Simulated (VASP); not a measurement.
# Pb (Fd-3m) in VASP: further runs, part 2 of 2

VASP 6.6.1. The steps go on from the part before.

**3. Single point, PBEsol**

Contents of INCAR:

```
ALGO     = Normal         # electronic algorithm
EDIFF    = 1E-6           # SCF threshold, eV
ENCUT    = 520            # plane-wave cutoff, eV
GGA      = PS             # functional
ISIF     = 2              # what is computed and relaxed
ISMEAR   = -1             # smearing method
LASPH    = True           # aspherical terms in the spheres
LCHARG   = False          # write CHGCAR
LREAL    = False          # projectors in reciprocal space
LWAVE    = False          # write WAVECAR
NBANDS   = 21             # bands
NELM     = 60             # most SCF steps
PREC     = Accurate       # precision mode
SIGMA    = 0.05           # smearing width, eV
```

Contents of KPOINTS:

```
k-points
0
Gamma
  7 7 7
```

Contents of POSCAR:

```
Pb
1.0
    0.0000000000      3.3687966822      3.3687966822
    3.3687966822      0.0000000000      3.3687966822
    3.3687966822      3.3687966822      0.0000000000
Pb
2
Direct
    0.2500000000      0.2500000000      0.2500000000
    0.0000000000      0.0000000000      0.0000000000
```

Potentials or basis: VASP PAW PBE potentials, release 64 (Pb_d).

Run with:

```sh
cat potpaw_PBE.64/Pb_d/POTCAR > POTCAR
mpirun -np 1 vasp_std > vasp.out
```

Wall time 39 s (1 thread of AMD EPYC 7R43 (Zen 3), shared host); peak memory 0.17 GiB.

Results (log left out):

```yaml
Free_energy: -7.3018 eV
Pressure: 2.7 GPa
Band_gap_on_the_k_mesh: zero (band 14 reaches 5.18 eV, above the bottom of band 15 at 3.97 eV)
```

Levels at points of the mesh, in eV from the Fermi level:
| k point | band 10 | band 11 | band 12 | band 13 | band 14 | band 15 | band 16 | band 17 | band 18 | band 19 |
| --- | --- | --- | --- | --- | --- | --- | --- | --- | --- | --- |
| (0.00, 0.00, 0.00) | -16.63 | -11.54 | -3.60 | 0.43 | 0.43 | 0.43 | 2.46 | 2.46 | 2.46 | 4.03 |

Caveat: the PAW data sets were made with another functional, which shifts forces and pressure a little; spin-orbit coupling is left out, which moves the levels of the heavy elements.

**4. Single point, LDA**

This run uses another cell than the first one, of 39.05 Å³/atom, 1.021 times its volume.

Contents of INCAR:

```
SYSTEM = Pb
ALGO = Normal
EDIFF = 1E-7
ENCUT = 520
ISIF = 2
ISMEAR = -1
LASPH = .TRUE.
LCHARG = .FALSE.
LREAL = .FALSE.
LWAVE = .FALSE.
NBANDS = 21
NELM = 80
PREC = Accurate
SIGMA = 0.05
```

Contents of KPOINTS:

```
k-points
0
G
  7 7 7
  0 0 0
```

Contents of POSCAR:

```
Pb
1.0
    0.0000000000      3.3925213842      3.3925213842
    3.3925213842      0.0000000000      3.3925213842
    3.3925213842      3.3925213842      0.0000000000
Pb
2
Direct
    0.2500000000      0.2500000000      0.2500000000
    0.0000000000      0.0000000000      0.0000000000
```

Potentials or basis: VASP PAW LDA potentials, release 64 (Pb_d).

Run with:

```sh
cat potpaw_LDA.64/Pb_d/POTCAR > POTCAR
mpirun -np 1 vasp_std > vasp.out
```

OUTCAR:

```text
SYSTEM = Pb
   EDIFF = 1E-7
   ENCUT = 520
   ISIF = 2
   ISMEAR = -1
   LASPH = .TRUE.
   LREAL = .FALSE.
   NELM = 80
   PREC = Accurate

 ion  position               nearest neighbor table
   1  0.250  0.250  0.250-   2 2.94   2 2.94   2 2.94   2 2.94
   2  0.000  0.000  0.000-   1 2.94   1 2.94   1 2.94   1 2.94

  LATTYP: Found a face centered cubic cell.
 ALAT       =     6.7850427684

  Lattice vectors:

 A1 = (   0.0000000000,   3.3925213842,   3.3925213842)
 A2 = (   3.3925213842,   0.0000000000,   3.3925213842)
 A3 = (   3.3925213842,   3.3925213842,   0.0000000000)

Analysis of symmetry for initial positions (statically):
=====================================================================
 Subroutine PRICEL returns:
 Original cell was already a primitive cell.

 Routine SETGRP: Setting up the symmetry group for a
 face centered cubic supercell.

 Subroutine GETGRP returns: Found 48 space group operations
 (whereof 24 operations were pure point group operations)
 out of a pool of 48 trial point group operations.

The static configuration has the point symmetry T_d .
 The point group associated with its full space group is O_h .

Analysis of symmetry for dynamics (positions and initial velocities):
[... 152 lines left out ...]
  energy without entropy =       -7.88060232  energy(sigma->0) =       -7.88361371

 E-fermi :   4.4272     XC(G=0):  -8.9380

 val. band max:        4.3915265904   @ k =  -0.1429   0.1429   0.0000
 cond. band min:       4.4542792243   @ k =   0.1429   0.0000   0.0000
 fundamental gap:      0.0627526339
 Fermi energy:         4.4272196158

 k-point     1 :       0.0000    0.0000    0.0000
  band No.  band energies     occupation
      1     -12.8112      2.00000
      2     -12.8112      2.00000
      3     -12.8112      2.00000
      4     -12.7241      2.00000
      5     -12.7241      2.00000
      6     -12.2452      2.00000
[... 469 lines left out ...]
     20      13.1144      0.00000
     21      14.3311      0.00000

------------------------ aborting loop because EDIFF is reached ----------------------------------------

  FORCE on cell =-STRESS in cart. coord.  units (eV):
  Direction    XX          YY          ZZ          XY          YZ          ZX
  --------------------------------------------------------------------------------------
  -------------------------------------------------------------------------------------
  Total        0.3463949      0.3463949      0.3463949      0.0000000      0.0000000      0.0000000
  in kB        7.1069679      7.1069679      7.1069679      0.0000000      0.0000000      0.0000000
  external PRESSURE =       7.1069679 kB  Pullay stress =       0.0000000 kB

 VOLUME and BASIS-vectors are now :
 -----------------------------------------------------------------------------
  energy-cutoff  :      520.00
  volume of cell :       78.09
      direct lattice vectors                 reciprocal lattice vectors
     0.000000000  3.392521384  3.392521384    -0.147383006  0.147383006  0.147383006
     3.392521384  0.000000000  3.392521384     0.147383006 -0.147383006  0.147383006
     3.392521384  3.392521384  0.000000000     0.147383006  0.147383006 -0.147383006

 POSITION                                       TOTAL-FORCE (eV/Angst)
 -----------------------------------------------------------------------------------
      1.69626      1.69626      1.69626         0.000000      0.000000      0.000000
      0.00000      0.00000      0.00000        -0.000000     -0.000000     -0.000000
 -----------------------------------------------------------------------------------
    total drift:                                0.000000      0.000000      0.000000

  FREE ENERGIE OF THE ION-ELECTRON SYSTEM (eV)
  ---------------------------------------------------
  free  energy   TOTEN  =        -7.8866251059 eV

  energy  without entropy=       -7.8806023239  energy(sigma->0) =       -7.88361371
```

It took 39 s on 1 thread of AMD EPYC 7R43 (Zen 3), shared host; peak memory 0.14 GiB.

What came out:

```
Free energy            : -7.8866 eV
Pressure               : 0.7 GPa
Band gap on the k mesh : zero (band 14 reaches 4.85 eV, above the bottom of band 15 at 3.67 eV)
```

Caveat: spin-orbit coupling is left out, which moves the levels of the heavy elements.

**5. Single point, PBE**

This run uses another cell than the first one, of 39.05 Å³/atom, 1.021 times its volume.

Contents of INCAR:

```
  PREC = Accurate
  ENCUT = 520
  EDIFF = 1E-6
  ISMEAR = -1
  SIGMA = 0.05
  LREAL = False
  LASPH = True
  NELM = 60
  ALGO = Fast
  ISIF = 2
  LWAVE = False
  LCHARG = False
  GGA = PE
  NBANDS = 21
```

Contents of KPOINTS:

```
Automatic mesh
0
Gamma
  7 7 7
```

POSCAR is that of step 4.

Potentials or basis: VASP PAW PBE potentials, release 64 (Pb_d).

Run with:

```sh
cat potpaw_PBE.64/Pb_d/POTCAR > POTCAR
mpirun -np 1 vasp_std > vasp.out
```

OUTCAR:

```text
PREC = Accurate
   ENCUT = 520
   EDIFF = 1E-6
   ISMEAR = -1
   LREAL = False
   LASPH = True
   NELM = 60
   ISIF = 2
   GGA = PE

 ion  position               nearest neighbor table
   1  0.250  0.250  0.250-   2 2.94   2 2.94   2 2.94   2 2.94
   2  0.000  0.000  0.000-   1 2.94   1 2.94   1 2.94   1 2.94

  LATTYP: Found a face centered cubic cell.
 ALAT       =     6.7850427684

  Lattice vectors:

 A1 = (   0.0000000000,   3.3925213842,   3.3925213842)
[... 660 lines left out ...]

------------------------ aborting loop because EDIFF is reached ----------------------------------------

  FORCE on cell =-STRESS in cart. coord.  units (eV):
  Direction    XX          YY          ZZ          XY          YZ          ZX
  --------------------------------------------------------------------------------------
  -------------------------------------------------------------------------------------
  Total        1.9316926      1.9316926      1.9316926     -0.0000000      0.0000000      0.0000000
  in kB       39.6324400     39.6324400     39.6324400     -0.0000000      0.0000000      0.0000000
  external PRESSURE =      39.6324400 kB  Pullay stress =       0.0000000 kB

 VOLUME and BASIS-vectors are now :
 -----------------------------------------------------------------------------
  energy-cutoff  :      520.00
  volume of cell :       78.09
      direct lattice vectors                 reciprocal lattice vectors
     0.000000000  3.392521384  3.392521384    -0.147383006  0.147383006  0.147383006
     3.392521384  0.000000000  3.392521384     0.147383006 -0.147383006  0.147383006
     3.392521384  3.392521384  0.000000000     0.147383006  0.147383006 -0.147383006

 POSITION                                       TOTAL-FORCE (eV/Angst)
 -----------------------------------------------------------------------------------
      1.69626      1.69626      1.69626        -0.000000      0.000000     -0.000000
      0.00000      0.00000      0.00000         0.000000     -0.000000      0.000000
 -----------------------------------------------------------------------------------
    total drift:                                0.000000      0.000000      0.000000

  FREE ENERGIE OF THE ION-ELECTRON SYSTEM (eV)
  ---------------------------------------------------
  free  energy   TOTEN  =        -6.4982546518 eV

  energy  without entropy=       -6.4922708406  energy(sigma->0) =       -6.49526275
```

OSZICAR:

```text
N       E                     dE             d eps       ncg     rms          rms(c)
DAV:   1     0.294994003996E+03    0.29499E+03   -0.13753E+04   840   0.148E+03
DAV:   2     0.153251888066E+02   -0.27967E+03   -0.27388E+03   840   0.395E+02
DAV:   3    -0.574513349547E+01   -0.21070E+02   -0.20923E+02  1006   0.137E+02
DAV:   4    -0.648623811813E+01   -0.74110E+00   -0.74063E+00   970   0.306E+01
DAV:   5    -0.653035241282E+01   -0.44114E-01   -0.44113E-01  1300   0.654E+00    0.160E+00
RMM:   6    -0.650534024048E+01    0.25012E-01   -0.24771E-02   998   0.218E+00    0.925E-01
RMM:   7    -0.649581206483E+01    0.95282E-02   -0.35564E-02   940   0.222E+00    0.158E-01
RMM:   8    -0.649770825195E+01   -0.18962E-02   -0.11702E-02  1063   0.107E+00    0.564E-02
RMM:   9    -0.649820014516E+01   -0.49189E-03   -0.30497E-03  1177   0.529E-01    0.373E-02
RMM:  10    -0.649822551678E+01   -0.25372E-04   -0.60961E-04  1045   0.296E-01    0.191E-02
RMM:  11    -0.649825217442E+01   -0.26658E-04   -0.31281E-04  1332   0.161E-01    0.708E-03
RMM:  12    -0.649825400224E+01   -0.18278E-05   -0.29790E-05  1146   0.454E-02    0.315E-03
RMM:  13    -0.649825465181E+01   -0.64958E-06   -0.53198E-06   954   0.256E-02
   1 F= -.64982547E+01 E0= -.64952627E+01  d E =-.598381E-02
```

It took 45 s on 1 thread of AMD EPYC 7R43 (Zen 3), shared host; peak memory 0.17 GiB.

Results:

```
Free energy            : -6.4983 eV
Pressure               : 4.0 GPa
Band gap on the k mesh : zero (band 14 reaches 5.14 eV, above the bottom of band 15 at 3.97 eV)
```

Caveat: spin-orbit coupling is left out, which moves the levels of the heavy elements.

**6. The runs side by side**

```tsv
level	potentials or basis	cell	gap on the mesh (eV)	pressure (GPa)
PBE	VASP PAW PBE potentials, release 64 (Pb_d)	a = 4.764 Å, angles 60.0°, 2 atoms	none	4.9
PBEsol	VASP PAW PBE potentials, release 64 (Pb_d)	a = 4.764 Å, angles 60.0°, 2 atoms	none	2.7
LDA	VASP PAW LDA potentials, release 64 (Pb_d)	a = 4.798 Å, angles 60.0°, 2 atoms	none	0.7
PBE	VASP PAW PBE potentials, release 64 (Pb_d)	a = 4.798 Å, angles 60.0°, 2 atoms	none	4.0
```

Alike in all rows: task single point; no spin polarisation; k mesh 7 × 7 × 7; cutoff (eV) 520; smearing fermi-dirac 0.05 eV.

Caveats: spin-orbit coupling is left out, which moves the levels of the heavy elements; the PAW data sets were made with another functional, which shifts forces and pressure a little (some runs).

Total energies depend on the potentials used, so only differences within one code and one set of settings carry meaning.
